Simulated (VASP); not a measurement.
Crystal: Br.

```
Br
1.0
     6.52894    0.00000    0.00000
    -3.26447    5.65423    0.00000
     0.00000    0.00000    6.55698
Br
6
Direct
  0.01457 0.75000 0.73543
  0.25000 0.26457 0.73543
  0.26457 0.25000 0.26457
  0.73543 0.98543 0.73543
  0.75000 0.01457 0.26457
  0.98543 0.73543 0.26457
```

The cell was built from a structure type or drawn by symmetry, and may not be a known phase.

- Program: VASP 6.6.1
- Task: relaxation of cell and atoms
- Functional: PBE
- Potentials or basis: VASP PAW PBE potentials, release 64 (Br)
- Cutoff: 600 eV
- k mesh: 3 × 3 × 4
- Occupations: gaussian, width 0.1 eV
- Spin: no spin polarisation

At the start: pressure -0.3 GPa; volume 40.34 Å³/atom.

Task: How do energy, volume and symmetry change on relaxing?

Result: Over 21 steps the energy falls by 687.7 meV/atom and the volume is 40.16 Å³/atom (-0.5 %); space group P321 (No. 150, to 0.1 Å) before, P-62m (No. 189, to 0.1 Å).

Step by step:
| step | energy change (eV) | largest force (eV/Å) | pressure (GPa) | volume (Å³) |
| --- | --- | --- | --- | --- |
| 1 | 0.0000 | 0.5405 | -0.27 | 242.06 |
| 2 | -0.2891 | 0.8218 | -0.83 | 239.57 |
| 3 | -1.8154 | 0.7716 | -2.09 | 231.17 |
| 4 | -3.5095 | 1.5681 | 4.71 | 209.90 |
| 5 | -3.7082 | 0.6251 | -0.51 | 218.96 |
| 6 | -3.8334 | 0.9017 | 0.88 | 215.76 |
| 7 | -3.9780 | 0.5805 | 1.38 | 217.90 |
| 8 | -3.9918 | 0.3786 | 1.76 | 218.81 |
| 9 | -4.0739 | 0.2873 | 0.02 | 229.67 |
| 10 | -4.0782 | 0.2156 | 0.30 | 227.48 |
| 11 | -4.0874 | 0.1508 | 0.07 | 228.90 |
| 12 | -4.0902 | 0.1296 | -0.15 | 230.31 |
| 13 | -4.0965 | 0.1342 | 0.00 | 230.67 |
| 14 | -4.0999 | 0.1736 | 0.20 | 231.16 |
| 15 | -4.1063 | 0.1463 | 0.15 | 232.41 |
| 16 | -4.1195 | 0.0705 | 0.02 | 236.20 |
| 17 | -4.1230 | 0.0915 | -0.22 | 243.87 |
| 18 | -4.1250 | 0.0471 | -0.14 | 241.06 |
| 19 | -4.1247 | 0.0317 | 0.17 | 240.99 |
| 20 | -4.1259 | 0.0402 | 0.00 | 241.03 |
| 21 | -4.1265 | 0.0130 | -0.02 | 240.96 |

Final structure:
```
Br
1.0
     7.36070    0.00000    0.00000
    -3.68035    6.37455    0.00000
     0.00000    0.00000    5.13543
Br
6
Direct
  0.00177 0.69891 0.74998
  0.30109 0.30286 0.74998
  0.30286 0.30109 0.25002
  0.69714 0.99823 0.74998
  0.69891 0.00177 0.25002
  0.99823 0.69714 0.25002
```

Caveat: the k points lie up to 0.33 Å⁻¹ apart in the final cell, too coarse for converged energies and pressures of a metal; a cell axis changed by over 15 % at a fixed basis, so the end point is rough; this functional lacks dispersion, which holds the molecules together, so the pressure and a relaxed volume are unreliable.
